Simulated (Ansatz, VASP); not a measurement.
# SiO2 in VASP and in Ansatz

```
Si O
1.0
    -4.19318    4.19318    4.19318
     4.19318   -4.19318    4.19318
     4.19318    4.19318   -4.19318
Si O
8 16
Direct
  0.50000 0.00000 0.78134
  0.28134 0.28134 0.28134
  0.50000 0.00000 0.21866
  0.71866 0.71866 0.71866
  0.78134 0.50000 0.00000
  0.00000 0.21866 0.50000
  0.21866 0.50000 0.00000
  0.00000 0.78134 0.50000
  0.68312 0.93312 0.75000
  0.75000 0.68312 0.93312
  0.81688 0.56688 0.25000
  0.75000 0.18312 0.43312
  0.06688 0.25000 0.31688
  0.50000 0.00000 0.00000
  0.25000 0.81688 0.56688
  0.43312 0.75000 0.18312
  0.31688 0.06688 0.25000
  0.18312 0.43312 0.75000
  0.93312 0.75000 0.68312
  0.50000 0.50000 0.50000
  0.25000 0.31688 0.06688
  0.00000 0.50000 0.00000
  0.00000 0.00000 0.50000
  0.56688 0.25000 0.81688
```

Alike in both runs: functional LDA; k mesh 4 × 4 × 4; occupations gaussian, width 0.02 eV; no spin polarisation.

Ansatz relaxed the structure, and its values are those at the end. VASP's run is a single point on that final structure, the one shown.

```csv
,VASP,Ansatz
version,VASP 6.6.1,Ansatz 0.2.0
potentials or method,"VASP PAW LDA potentials, release 64 (Si, O), cutoff 520 eV","scalar-relativistic, plane waves, PAW"
valence electrons in the cell,128,128
```

```tsv
	VASP	Ansatz	Ansatz less VASP
gap on the k mesh at the Fermi level (eV)	5.81	5.81	-0.004
least direct gap on the mesh (eV)	5.88	5.87	-0.006
pressure (GPa)	0.7	0.0	-0.71
rms of the force components (eV/Å)	0.021	0.000	-0.0203
```

LDA's correlation is that of Perdew and Zunger in VASP and of Perdew and Wang (1992) in Ansatz.
